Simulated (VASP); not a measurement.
A run of VASP 6.6.1:

INCAR

```
PREC     = Accurate       # precision mode
ENCUT    = 520            # plane-wave cutoff, eV
EDIFF    = 1E-6           # SCF threshold, eV
ISMEAR   = 0              # smearing method
SIGMA    = 0.1            # smearing width, eV
LREAL    = F              # projectors in reciprocal space
LASPH    = T              # aspherical terms in the spheres
NELM     = 60             # most SCF steps
ALGO     = Normal         # electronic algorithm
ISIF     = 2              # what is computed and relaxed
LWAVE    = F              # write WAVECAR
LCHARG   = F              # write CHGCAR
NBANDS   = 14             # bands
```

Contents of KPOINTS:

```
regular mesh
0
Gamma
  18 18 6
```

The input POSCAR:

```
Al
1.0
    2.8145688014      0.0000000000      0.0000000000
   -1.4072844007      2.4374880827      0.0000000000
    0.0000000000      0.0000000000      9.2479811693
Al
4
Direct
    0.0000000000      0.0000000000      0.0000000000
    0.3333333333      0.6666666667      0.2500000000
    0.0000000000      0.0000000000      0.5000000000
    0.6666666667      0.3333333333      0.7500000000
```

Potentials or basis: VASP PAW LDA potentials, release 64 (Al).

Run with:

```sh
$ cat potpaw_LDA.64/Al/POTCAR > POTCAR
$ mpirun -np 1 vasp_std > vasp.out
```

Hardware: 1 thread of AMD EPYC 9R45 96-Core Processor (Zen 5), with other jobs on the host.

Task: How long does it take, and how much memory?

Result: It took 55 s on 1 thread of AMD EPYC 9R45 96-Core Processor (Zen 5), on a shared host, peak memory 0.19 GiB. Counts: scf iterations 10, k points 148.
